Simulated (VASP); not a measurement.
Set up this calculation in VASP 6.6.1, as the native input.

```
Task                   : single point
Functional             : LDA
Potentials or basis    : VASP PAW LDA potentials, release 64 (B, P)
Cutoff                 : 520 eV
k mesh                 : 8 × 8 × 8
Occupations            : gaussian, width 0.01 eV
Spin                   : no spin polarisation
Dipole correction      : no
Further INCAR settings : ALGO = Normal; EDIFF = 1e-06; NBANDS = 11
```

The structure of BP lies in POSCAR:

```
BP
1.0
    2.2069685688      2.2069685688      0.0000000000
   -2.2069685688      2.2069685688      0.0000000000
    0.0000000000      2.2069685688      2.2069685688
B P
1 1
Direct
    0.0000000000      0.0000000000      0.0000000000
    0.7500000000      0.2500000000      0.5000000000
```

The input as run:

INCAR

```
  PREC = Accurate
  ENCUT = 520
  EDIFF = 1E-6
  ISMEAR = 0
  SIGMA = 0.01
  LREAL = False
  LASPH = True
  NELM = 80
  ALGO = Normal
  ISIF = 2
  LWAVE = False
  LCHARG = False
  NBANDS = 11
```

KPOINTS

```
regular mesh
0
Gamma
  8 8 8
```

Potentials or basis: VASP PAW LDA potentials, release 64 (B, P).

Run with:

```sh
$ cat potpaw_LDA.64/B/POTCAR potpaw_LDA.64/P/POTCAR > POTCAR
$ mpirun -np 1 vasp_std > vasp.out
```

Results of the run:

* Pressure: 9.8 GPa
* Band gap on the k mesh: 1.13 eV, indirect (least direct gap 3.52 eV)

It took 3.5 s on 1 thread of Intel(R) Xeon(R) Platinum 8259CL CPU @ 2.50GHz (Skylake/Cascade Lake), on a shared host, peak memory 0.12 GiB.
